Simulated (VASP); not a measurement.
# SrO (Fm-3m) in VASP: notebook, part 2 of 2

VASP 6.6.1.

## (6) Single point, PBEsol, non-collinear spin, zero start, spin-orbit coupling

This run uses another cell than the first one, of 17.06 Å³/atom.

The input, INCAR:

```
ALGO     = Normal         # electronic algorithm
EDIFF    = 1E-6           # SCF threshold, eV
ENCUT    = 520            # plane-wave cutoff, eV
GGA      = PS             # functional
GGA_COMPAT= False        
ISIF     = 2              # what is computed and relaxed
ISMEAR   = 0              # smearing method
LASPH    = True           # aspherical terms in the spheres
LCHARG   = False          # write CHGCAR
LORBIT   = 11             # projections on sites
LORBMOM  = True         
LREAL    = False          # projectors in reciprocal space
LSORBIT  = True           # spin-orbit coupling
LWAVE    = False          # write WAVECAR
MAGMOM   = 0 0 0 0 0 0    # initial moments
NBANDS   = 28             # bands
NELM     = 150            # most SCF steps
PREC     = Accurate       # precision mode
SIGMA    = 0.01           # smearing width, eV
```

The input, KPOINTS:

```
k-points
0
Gamma
  8 8 8
```

The input, POSCAR:

```
SrO
1.0
    0.0000000000      2.5742511309      2.5742511309
    2.5742511309      0.0000000000      2.5742511309
    2.5742511309      2.5742511309      0.0000000000
Sr O
1 1
Direct
    0.5000000000      0.5000000000      0.5000000000
    0.0000000000      0.0000000000      0.0000000000
```

Potentials or basis: VASP PAW PBE potentials, release 64 (Sr_sv, O).

Command:

```console
cat potpaw_PBE.64/Sr_sv/POTCAR potpaw_PBE.64/O/POTCAR > POTCAR
mpirun -np 1 vasp_ncl > vasp.out
```

OUTCAR:

```text
EDIFF = 1E-6
   ENCUT = 520
   GGA = PS
   ISIF = 2
   ISMEAR = 0
   LASPH = True
   LORBIT = 11
   LREAL = False
   LSORBIT = True
   NELM = 150
   PREC = Accurate

 ion  position               nearest neighbor table
   1  0.500  0.500  0.500-   2 2.57   2 2.57   2 2.57   2 2.57   2 2.57   2 2.57
   2  0.000  0.000  0.000-   1 2.57   1 2.57   1 2.57   1 2.57   1 2.57   1 2.57

  LATTYP: Found a face centered cubic cell.
 ALAT       =     5.1485022618

  Lattice vectors:

 A1 = (   0.0000000000,   2.5742511309,   2.5742511309)
 A2 = (   2.5742511309,   0.0000000000,   2.5742511309)
 A3 = (   2.5742511309,   2.5742511309,   0.0000000000)

Analysis of symmetry for initial positions (statically):
=====================================================================
 Subroutine PRICEL returns:
 Original cell was already a primitive cell.

 Routine SETGRP: Setting up the symmetry group for a
 face centered cubic supercell.

 Subroutine GETGRP returns: Found 48 space group operations
[... 1008 lines left out ...]
     0.0000000     0.0000000     0.0000000     0.0000000     0.0000000     0.0000000     0.0000000
     0.0000000     0.0000000     0.0000000     0.0000000     0.0000000     0.0000000     0.0000000
     0.0000000     0.0000000     0.0000000     0.0000000     0.0000000     0.0000000     0.0000000
     0.0000000     0.0000000     0.0000000     0.0000000     0.0000000     0.0000000     0.0000000
     0.0000000     0.0000000     0.0000000     0.0000000     0.0000000     0.0000000     0.0000000
     0.0000000     0.0000000     0.0000000     0.0000000     0.0000000     0.0000000     0.0000000
     0.0000000     0.0000000     0.0000000     0.0000000     0.0000000     0.0000000     0.0000000

 Ion:    2  E_soc:     -0.0003223
 l=   1
     0.0000000    -0.0000537    -0.0000537
    -0.0000537     0.0000000    -0.0000537
    -0.0000537    -0.0000537     0.0000000
 l=   2
     0.0000000     0.0000000     0.0000000     0.0000000     0.0000000
     0.0000000     0.0000000     0.0000000     0.0000000     0.0000000
     0.0000000     0.0000000     0.0000000     0.0000000     0.0000000
     0.0000000     0.0000000     0.0000000     0.0000000     0.0000000
     0.0000000     0.0000000     0.0000000     0.0000000     0.0000000
 l=   3
     0.0000000     0.0000000     0.0000000     0.0000000     0.0000000     0.0000000     0.0000000
     0.0000000     0.0000000     0.0000000     0.0000000     0.0000000     0.0000000     0.0000000
     0.0000000     0.0000000     0.0000000     0.0000000     0.0000000     0.0000000     0.0000000
     0.0000000     0.0000000     0.0000000     0.0000000     0.0000000     0.0000000     0.0000000
     0.0000000     0.0000000     0.0000000     0.0000000     0.0000000     0.0000000     0.0000000
     0.0000000     0.0000000     0.0000000     0.0000000     0.0000000     0.0000000     0.0000000
     0.0000000     0.0000000     0.0000000     0.0000000     0.0000000     0.0000000     0.0000000

 total charge

# of ion       s       p       d       tot
------------------------------------------
    1        2.016   5.802   0.259   8.076
    2        1.548   3.399   0.000   4.947
--------------------------------------------------
tot          3.563   9.201   0.259  13.024

 magnetization (x)

# of ion       s       p       d       tot
------------------------------------------
    1       -0.000   0.000   0.000  -0.000
    2       -0.000   0.000   0.000  -0.000
--------------------------------------------------
tot         -0.000   0.000   0.000  -0.000

 magnetization (y)

# of ion       s       p       d       tot
------------------------------------------
    1        0.000   0.000   0.000   0.000
    2       -0.000   0.000   0.000  -0.000
--------------------------------------------------
tot         -0.000   0.000   0.000  -0.000

 magnetization (z)

# of ion       s       p       d       tot
------------------------------------------
    1       -0.000   0.000   0.000  -0.000
    2       -0.000  -0.000   0.000  -0.000
--------------------------------------------------
tot         -0.000  -0.000   0.000  -0.000
```

OSZICAR:

```text
N       E                     dE             d eps       ncg     rms          rms(c)
DAV:   1     0.807391869917E+02    0.80739E+02   -0.77696E+03  1624   0.108E+03
DAV:   2    -0.943576199747E+01   -0.90175E+02   -0.84127E+02  2160   0.254E+02
DAV:   3    -0.145460461872E+02   -0.51103E+01   -0.50645E+01  2356   0.510E+01
DAV:   4    -0.147011239470E+02   -0.15508E+00   -0.15492E+00  2192   0.658E+00
DAV:   5    -0.147022388365E+02   -0.11149E-02   -0.11148E-02  2056   0.618E-01    0.228E+01
DAV:   6    -0.128684022321E+02    0.18338E+01   -0.60389E+00  1684   0.198E+01    0.238E+01
DAV:   7    -0.127513982993E+02    0.11700E+00   -0.53899E-01  1940   0.594E+00    0.142E+01
DAV:   8    -0.127270927628E+02    0.24306E-01   -0.14871E-01  1808   0.378E+00    0.215E+00
DAV:   9    -0.127267230904E+02    0.36967E-03   -0.73822E-03  2376   0.649E-01    0.313E-01
DAV:  10    -0.127269700095E+02   -0.24692E-03   -0.71449E-04  1872   0.206E-01    0.163E-01
DAV:  11    -0.127272417420E+02   -0.27173E-03   -0.21409E-04  1676   0.138E-01    0.231E-02
DAV:  12    -0.127272479961E+02   -0.62541E-05   -0.25350E-05  2084   0.464E-02    0.147E-02
DAV:  13    -0.127272487843E+02   -0.78819E-06   -0.25554E-06  1764   0.150E-02
   1 F= -.12727249E+02 E0= -.12727249E+02  d E =-.172863E-29  mag=     0.0000     0.0000     0.0000
```

Wall time 35 s (1 thread of Intel Xeon 6975P-C (Granite Rapids), shared host); peak memory 0.25 GiB.

Results:

```yaml
Free_energy: -12.7272 eV
Pressure: -0.8 GPa
Net_moment: 0.00 μB per cell
Valence_electrons_inside_the_program's_atomic_spheres: Sr 8.08; O 4.95
```

Moments on the atoms (μB; x, y, z):
```
Sr  0.00 0.00 0.00
O   0.00 0.00 0.00
```

Caveat: the PAW data sets were made with another functional, which shifts forces and pressure a little.

## (7) Overview

| spin | cell | k mesh | smearing | gap on the mesh (eV) | pressure (GPa) | moment (μB) |
| --- | --- | --- | --- | --- | --- | --- |
| off | a = 3.622 Å, angles 60.0°, 2 atoms | 8 × 8 × 8 | gaussian 0.01 eV | 3.15 | 0.6 | - |
| off | a = 3.622 Å, angles 60.0°, 2 atoms | 12 × 12 × 12 | fermi-dirac 0.08 eV | 3.15 | 0.6 | - |
| non-collinear, zero start, SOC | a = 3.604 Å, angles 60.0°, 2 atoms | 8 × 8 × 8 | gaussian 0.01 eV | - | 2.1 | 0.00 |
| non-collinear, zero start, SOC | a = 3.622 Å, angles 60.0°, 2 atoms | 8 × 8 × 8 | gaussian 0.01 eV | - | 0.6 | 0.00 |
| non-collinear, zero start, SOC | a = 3.641 Å, angles 60.0°, 2 atoms | 8 × 8 × 8 | gaussian 0.01 eV | - | -0.8 | 0.00 |

Alike in all rows: task single point; level PBEsol; potentials or basis VASP PAW PBE potentials, release 64 (Sr_sv, O); cutoff (eV) 520.

Caveats: the PAW data sets were made with another functional, which shifts forces and pressure a little.

Absolute energies hang on the potentials; compare differences alone.
